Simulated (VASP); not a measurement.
# TePb (R-3m) in VASP: further runs, part 2 of 2

VASP 6.6.1. The steps go on from the part before.

### Step 3. Single point, PBE (epitaxial 111 strain +4.0%)

INCAR

```
PREC = Accurate ; ENCUT = 520
EDIFF = 1E-6 ; ISMEAR = 0
SIGMA = 0.01 ; LREAL = F
LASPH = T ; NELM = 80
ALGO = Normal ; ISIF = 2
LWAVE = F ; LCHARG = F
GGA = PE ; NBANDS = 17
```

KPOINTS

```
Automatic mesh
0
Gamma
  4 4 4
```

POSCAR

```
TePb
1.0
   -0.1773799080      3.2211704148      3.2211704148
    3.2211704148     -0.1773799080      3.2211704148
    3.2211704148      3.2211704148     -0.1773799080
Pb Te
1 1
Direct
    0.0000000000      0.0000000000      0.0000000000
    0.5000000000      0.5000000000      0.5000000000
```

Potentials or basis: VASP PAW PBE potentials, release 64 (Pb_d, Te).

Run with:

```
cat potpaw_PBE.64/Pb_d/POTCAR potpaw_PBE.64/Te/POTCAR > POTCAR
mpirun -np 1 vasp_std > vasp.out
```

OUTCAR:

```text
PREC = Accurate
   ENCUT = 520
   EDIFF = 1E-6
   ISMEAR = 0
   LREAL = F
   LASPH = T
   NELM = 80
   ISIF = 2
   GGA = PE

 ion  position               nearest neighbor table
   1  0.000  0.000  0.000-   2 3.31   2 3.31   2 3.31   2 3.31   2 3.31   2 3.31
   2  0.500  0.500  0.500-   1 3.31   1 3.31   1 3.31   1 3.31   1 3.31   1 3.31

  LATTYP: Found a trigonal (rhomboedric) cell.
 ALAT       =     4.5588750053
 COS(alpha) =     0.4442595095

  Lattice vectors:

 A1 = (  -0.1773799080,   3.2211704148,   3.2211704148)
 A2 = (   3.2211704148,  -0.1773799080,   3.2211704148)
 A3 = (   3.2211704148,   3.2211704148,  -0.1773799080)

Analysis of symmetry for initial positions (statically):
=====================================================================
 Subroutine PRICEL returns:
 Original cell was already a primitive cell.

 Routine SETGRP: Setting up the symmetry group for a
 trigonal (rhombohedral) supercell.

 Subroutine GETGRP returns: Found 12 space group operations
 (whereof 12 operations were pure point group operations)
 out of a pool of 12 trial point group operations.

The static configuration has the point symmetry D_3d.

Analysis of symmetry for dynamics (positions and initial velocities):
=====================================================================
 Subroutine PRICEL returns:
 Original cell was already a primitive cell.

 Routine SETGRP: Setting up the symmetry group for a
 trigonal (rhombohedral) supercell.

 Subroutine GETGRP returns: Found 12 space group operations
 (whereof 12 operations were pure point group operations)
 out of a pool of 12 trial point group operations.

The dynamic configuration has the point symmetry D_3d.

 Subroutine INISYM returns: Found 12 space group operations
 (whereof 12 operations are pure point group operations),
 and found     1 'primitive' translations

----------------------------------------------------------------------------------------

                                     Primitive cell

  volume of cell :      72.3612

  direct lattice vectors                    reciprocal lattice vectors
    -0.177379908  3.221170415  3.221170415    -0.142956098  0.151287007  0.151287007
     3.221170415 -0.177379908  3.221170415     0.151287007 -0.142956098  0.151287007
     3.221170415  3.221170415 -0.177379908     0.151287007  0.151287007 -0.142956098

  length of vectors
     4.558875005  4.558875005  4.558875005     0.257316853  0.257316853  0.257316853

  position of ions in fractional coordinates (direct lattice)
     0.000000000  0.000000000  0.000000000
     0.500000000  0.500000000  0.500000000

  ion indices of the primitive-cell ions
   primitive index   ion index
                 1           1
                 2           2

----------------------------------------------------------------------------------------

 KPOINTS: Automatic mesh

Automatic generation of k-mesh.
 Grid dimensions read from file:
 generate k-points for:    4    4    4

 Generating k-lattice:

  Cartesian coordinates                     Fractional coordinates (reciprocal lattice)
    -0.035739025  0.037821752  0.037821752     0.250000000  0.000000000 -0.000000000
     0.037821752 -0.035739025  0.037821752     0.000000000  0.250000000 -0.000000000
     0.037821752  0.037821752 -0.035739025     0.000000000  0.000000000  0.250000000

  Length of vectors
     0.064329213  0.064329213  0.064329213

  Shift w.r.t. Gamma in fractional coordinates (k-lattice)
     0.000000000  0.000000000  0.000000000

 Subroutine IBZKPT returns following result:
 ===========================================

 Found     13 irreducible k-points:

 Following reciprocal coordinates:
            Coordinates               Weight
  0.000000  0.000000  0.000000      1.000000
  0.250000  0.000000  0.000000      6.000000
  0.500000  0.000000  0.000000      3.000000
  0.250000  0.250000  0.000000      6.000000
  0.500000  0.250000  0.000000     12.000000
 -0.250000  0.250000  0.000000      6.000000
  0.500000  0.500000  0.000000      3.000000
  0.250000  0.250000  0.250000      2.000000
  0.500000  0.250000  0.250000      6.000000
 -0.250000  0.250000  0.250000      6.000000
  0.500000  0.500000  0.250000      6.000000
 -0.250000  0.500000  0.250000      6.000000
  0.500000  0.500000  0.500000      1.000000
   k-points           NKPTS =     13   k-points in BZ     NKDIM =     13   number of bands    NBANDS=     17
   number of dos      NEDOS =    301   number of ions     NIONS =      2
   total plane-waves  NPLWV =  46656
   dimension x,y,z NGX =    36 NGY =   36 NGZ =   36
   dimension x,y,z NGXF=    72 NGYF=   72 NGZF=   72
   ions per type =               1   1
   NGX,Y,Z   is equivalent  to a cutoff of  13.13, 13.13, 13.13 a.u.
   NGXF,Y,Z  is equivalent  to a cutoff of  26.26, 26.26, 26.26 a.u.
 SYSTEM =  unknown system
   PREC   = accura    normal or accurate (medium, high low for compatibility)
   ISTART =      0    job   : 0-new  1-cont  2-samecut
   ICHARG =      2    charge: 1-file 2-atom 10-const
   ISPIN  =      1    spin polarized calculation?
   LNONCOLLINEAR =      F non collinear calculations
   LSORBIT =      F    spin-orbit coupling
   LASPH  =      T    aspherical Exc in radial PAW
   ENCUT  =  520.0 eV  38.22 Ry    6.18 a.u.   8.48  8.48  8.48*2*pi/ulx,y,z
   NELM   =     80;   NELMIN=  2; NELMDL= -5     # of ELM steps
   EDIFF  = 0.1E-05   stopping-criterion for ELM
   LREAL  =      F    real-space projection
   EDIFFG = 0.1E-04   stopping-criterion for IOM
   NSW    =      0    number of steps for IOM
   IBRION =     -1    ionic relax: 0-MD 1-quasi-New 2-CG
   NFREE  =      0    steps in history (QN), initial steepest desc. (CG)
   ISIF   =      2    stress and relaxation
   ISYM   =      2    0-nonsym 1-usesym 2-fastsym
   POTIM  = 0.5000    time-step for ionic-motion
   TEBEG  =    0.0;   TEEND  =   0.0 temperature during run
   PSTRESS=    0.0 pullay stress
   NELECT =      20.0000    total number of electrons
   NUPDOWN=      -1.0000    fix difference up-down
   EMIN   =  10.00;   EMAX   =-10.00  energy-range for DOS
   EFERMI =   0.00;   METHOD = LEGACY
   ISMEAR =     0;   SIGMA  =   0.01  broadening in eV -4-tet -1-fermi 0-gaus
   EFERMI_NEDOS =   21; number of points for ismear=-14 and -15
   IALGO  =     38    algorithm
   IMIX   =      4    mixing-type and parameters
     AMIX     =   0.40;   BMIX     =  1.00
     AMIX_MAG =   1.60;   BMIX_MAG =  1.00
  volume/ion in A,a.u.               =      36.18       244.16
  Fermi-wavevector in a.u.,A,eV,Ry     =   1.066390  2.015186 15.472389  1.137189
  Thomas-Fermi vector in A             =   2.201973
   LORBIT       =      0    0 simple, 1 ext, 2 COOP (PROOUT), +10 PAW based schemes
   GGA     = PE    functional components
   LHFCALC =     F    Hartree Fock is set to
   AEXX    =    0.0000 exact exchange contribution
   IVDW    =     0    specifies the selected vdW correction
   LEPSILON=     F    determine dielectric tensor
   LRPA    =     F    only Hartree local field effects (RPA)
 non-spin polarized calculation
 Gauss-broadening in eV      SIGMA  =   0.01
  energy-cutoff  :      520.00
  volume of cell :       72.36
 maximum number of plane-waves:      1957
 NGX is ok and might be reduce to    36
   NGX = 17   NGY = 17   NGZ = 17

 number of electron      20.0000003 magnetization

 Free energy of the ion-electron system (eV)
  ---------------------------------------------------
  ext. energy  EPLUGINS =         0.00000000
  ---------------------------------------------------
  free energy    TOTEN  =        -7.48299879 eV

  energy without entropy =       -7.48299879  energy(sigma->0) =       -7.48299879

 E-fermi :   4.9583     XC(G=0):  -8.9942

 val. band max:        4.8712992517   @ k =   0.5000   0.0000   0.0000
 cond. band min:       5.2595060538   @ k =   0.5000   0.5000   0.5000
 fundamental gap:      0.3882068021
 Fermi energy:         4.9583181767

 k-point     1 :       0.0000    0.0000    0.0000
  band No.  band energies     occupation
      1     -11.8982      2.00000
      2     -11.8982      2.00000
      3     -11.8933      2.00000
      4     -11.8804      2.00000
      5     -11.8804      2.00000
      6      -6.7001      2.00000
[... 9 lines left out ...]
     16      11.4144      0.00000
     17      12.1006      0.00000
[... 223 lines left out ...]
      1     -11.9011      2.00000
      2     -11.9011      2.00000
      3     -11.8940      2.00000
      4     -11.8712      2.00000
      5     -11.8712      2.00000
      6      -5.3386      2.00000
[... 9 lines left out ...]
     16      14.3251      0.00000
     17      14.3251      0.00000

------------------------ aborting loop because EDIFF is reached ----------------------------------------

  FORCE on cell =-STRESS in cart. coord.  units (eV):
  Direction    XX          YY          ZZ          XY          YZ          ZX
  --------------------------------------------------------------------------------------
  -------------------------------------------------------------------------------------
  Total       -0.3857519     -0.3857519     -0.3857519      0.3431007      0.3431007      0.3431007
  in kB       -8.5410821     -8.5410821     -8.5410821      7.5967259      7.5967259      7.5967259
  external PRESSURE =      -8.5410821 kB  Pullay stress =       0.0000000 kB

 VOLUME and BASIS-vectors are now :
 -----------------------------------------------------------------------------
  energy-cutoff  :      520.00
  volume of cell :       72.36
      direct lattice vectors                 reciprocal lattice vectors
    -0.177379908  3.221170415  3.221170415    -0.142956098  0.151287007  0.151287007
     3.221170415 -0.177379908  3.221170415     0.151287007 -0.142956098  0.151287007
     3.221170415  3.221170415 -0.177379908     0.151287007  0.151287007 -0.142956098

 POSITION                                       TOTAL-FORCE (eV/Angst)
 -----------------------------------------------------------------------------------
      0.00000      0.00000      0.00000        -0.000000      0.000000      0.000000
      3.13248      3.13248      3.13248         0.000000      0.000000     -0.000000
 -----------------------------------------------------------------------------------
    total drift:                               -0.000000      0.000000      0.000000

  FREE ENERGIE OF THE ION-ELECTRON SYSTEM (eV)
  ---------------------------------------------------
  free  energy   TOTEN  =        -7.4829987894 eV

  energy  without entropy=       -7.4829987894  energy(sigma->0) =       -7.48299879
```

stdout:

```text
POSCAR found type information on POSCAR PbTe
 POSCAR found :  2 types and       2 ions
 scaLAPACK will be used
 LDA part: xc-table for (Slater+PW92), standard interpolation
 POSCAR, INCAR and KPOINTS ok, starting setup
 FFT: planning ... GRIDC
 FFT: planning ... GRID_SOFT
 FFT: planning ... GRID
 WAVECAR not read
 entering main loop
```

Run time: 14 s. Hardware: 1 thread of AMD EPYC 7R13 (Zen 3), shared host; peak memory 0.18 GiB.

Results:

```
Free energy            : -7.4830 eV
Pressure               : -0.9 GPa
Band gap on the k mesh : 0.39 eV (least direct gap 0.75 eV)
```

Levels at points of the mesh, in eV from the valence-band top:
| k point | band 6 | band 7 | band 8 | band 9 | band 10 | band 11 | band 12 | band 13 | band 14 | band 15 |
| --- | --- | --- | --- | --- | --- | --- | --- | --- | --- | --- |
| (0.00, 0.00, 0.00) | -11.57 | -5.93 | -1.39 | -1.39 | -0.80 | 3.74 | 3.97 | 3.97 | 5.54 | 5.54 |
| (0.50, 0.00, 0.00) | -10.34 | -8.42 | -0.81 | -0.64 | 0.00 | 0.75 | 1.30 | 1.67 | 8.02 | 8.35 |
| (0.50, 0.50, 0.00) | -10.13 | -7.33 | -4.07 | -2.75 | -2.26 | 3.50 | 4.90 | 5.13 | 6.14 | 9.67 |
| (0.50, 0.50, 0.50) | -10.21 | -8.20 | -1.00 | -1.00 | -0.45 | 0.39 | 0.99 | 0.99 | 8.43 | 9.28 |

Caveat: the cell differs from its parent crystal (epitaxial 111 strain +4.0%); the structure was generated, so it needn't be the stable form of TePb; spin-orbit coupling is left out, which moves the levels of the heavy elements. A k mesh can miss the band edges.

### Step 4. Single point, PBE (epitaxial 111 strain +3.0%)

INCAR

```
SYSTEM = TePb
PREC = Accurate ; ENCUT = 520
EDIFF = 1E-7 ; ISMEAR = -1
SIGMA = 0.02 ; LREAL = .FALSE.
LASPH = .TRUE. ; NELM = 80
ALGO = Normal ; ISIF = 2
LWAVE = .FALSE. ; LCHARG = .FALSE.
GGA = PE ; NBANDS = 17
```

KPOINTS

```
regular mesh
0
G
  8 8 8
  0 0 0
```

POSCAR

```
TePb
1.0
   -0.1328311875      3.2330407668      3.2330407668
    3.2330407668     -0.1328311875      3.2330407668
    3.2330407668      3.2330407668     -0.1328311875
Pb Te
1 1
Direct
    0.0000000000      0.0000000000      0.0000000000
    0.5000000000      0.5000000000      0.5000000000
```

Run with:

```
cat potpaw_PBE.64/Pb_d/POTCAR potpaw_PBE.64/Te/POTCAR > POTCAR
mpirun -np 1 vasp_std > vasp.out
```

It took 67 s on 1 thread of AMD EPYC 7R13 (Zen 3), shared host; peak memory 0.22 GiB.

Results (log left out):

```yaml
Free_energy: -7.5068 eV
Pressure: -0.5 GPa
Band_gap_on_the_k_mesh: 0.49 eV (least direct gap 0.78 eV)
```

Stress tensor (GPa, compression positive):
```
-0.53  0.53  0.53
 0.53 -0.53  0.53
 0.53  0.53 -0.53
```

Levels at points of the mesh, in eV from the valence-band top:
```
           k point  band 8  band 9  band 10  band 11  band 12  band 13
(0.00, 0.00, 0.00)   -1.35   -1.35    -0.89     3.81     3.99     3.99
(0.50, 0.00, 0.00)   -0.80   -0.66     0.00     0.78     1.32     1.59
(0.50, 0.50, 0.00)   -4.10   -2.71    -2.34     3.49     5.04     5.20
(0.50, 0.50, 0.50)   -0.95   -0.95    -0.33     0.49     1.09     1.09
```

Caveat: the cell differs from its parent crystal (epitaxial 111 strain +3.0%); the structure was generated, so it needn't be the stable form of TePb; spin-orbit coupling is left out, which moves the levels of the heavy elements. A k mesh can miss the band edges.

### Step 5. Single point, PBE (epitaxial 111 strain +4.0%)

INCAR

```
SYSTEM = TePb
PREC = Accurate
ENCUT = 520
EDIFF = 1E-7
ISMEAR = -1
SIGMA = 0.02
LREAL = .FALSE.
LASPH = .TRUE.
NELM = 100
ALGO = Normal
ISIF = 2
LWAVE = .FALSE.
LCHARG = .FALSE.
GGA = PE
NBANDS = 17
```

KPOINTS is that of step 4.

POSCAR

```
TePb
1.0
   -0.1773799080      3.2211704148      3.2211704148
    3.2211704148     -0.1773799080      3.2211704148
    3.2211704148      3.2211704148     -0.1773799080
Pb Te
1 1
Direct
    0.0000000000      0.0000000000      0.0000000000
    0.5000000000      0.5000000000      0.5000000000
```

Run with:

```
cat potpaw_PBE.64/Pb_d/POTCAR potpaw_PBE.64/Te/POTCAR > POTCAR
mpirun -np 1 vasp_std > vasp.out
```

Wall time 65 s (1 thread of AMD EPYC 7R13 (Zen 3), shared host); peak memory 0.22 GiB.

Results (log left out):

| Quantity | Value |
| --- | --- |
| Free energy | -7.4931 eV |
| Pressure | -0.9 GPa |
| Band gap on the k mesh | 0.39 eV (least direct gap 0.75 eV) |

Stress tensor (GPa, compression positive):
```
-0.86  0.69  0.69
 0.69 -0.86  0.69
 0.69  0.69 -0.86
```

Levels at points of the mesh, in eV from the valence-band top:
```tsv
k point	band 7	band 8	band 9	band 10	band 11	band 12	band 13	band 14
(0.00, 0.00, 0.00)	-5.93	-1.39	-1.39	-0.80	3.74	3.97	3.97	5.54
(0.50, 0.00, 0.00)	-8.42	-0.81	-0.64	0.00	0.75	1.30	1.67	8.02
(0.50, 0.50, 0.00)	-7.33	-4.07	-2.75	-2.26	3.50	4.90	5.14	6.14
(0.50, 0.50, 0.50)	-8.19	-1.00	-1.00	-0.45	0.39	0.99	0.99	8.43
```

Caveat: the cell differs from its parent crystal (epitaxial 111 strain +4.0%); the structure was generated, so it needn't be the stable form of TePb; spin-orbit coupling is left out, which moves the levels of the heavy elements.

### Step 6. Overview

```csv
cell,k mesh,smearing,gap on the mesh (eV),pressure (GPa)
"a = 4.574 Å, angles 62.7°, 2 atoms",4 × 4 × 4,gaussian 0.01 eV,0.49,-0.5
"a = 4.559 Å, angles 63.6°, 2 atoms",4 × 4 × 4,gaussian 0.01 eV,0.39,-0.9
"a = 4.574 Å, angles 62.7°, 2 atoms",8 × 8 × 8,fermi-dirac 0.02 eV,0.49,-0.5
"a = 4.559 Å, angles 63.6°, 2 atoms",8 × 8 × 8,fermi-dirac 0.02 eV,0.39,-0.9
```

Alike in all rows: task single point; level PBE; potentials or basis VASP PAW PBE potentials, release 64 (Pb_d, Te); no spin polarisation; cutoff (eV) 520.

Caveats: the structure was generated, so it needn't be the stable form of TePb; spin-orbit coupling is left out, which moves the levels of the heavy elements.

Total energies depend on the potentials used, so only differences within one code and one set of settings carry meaning.
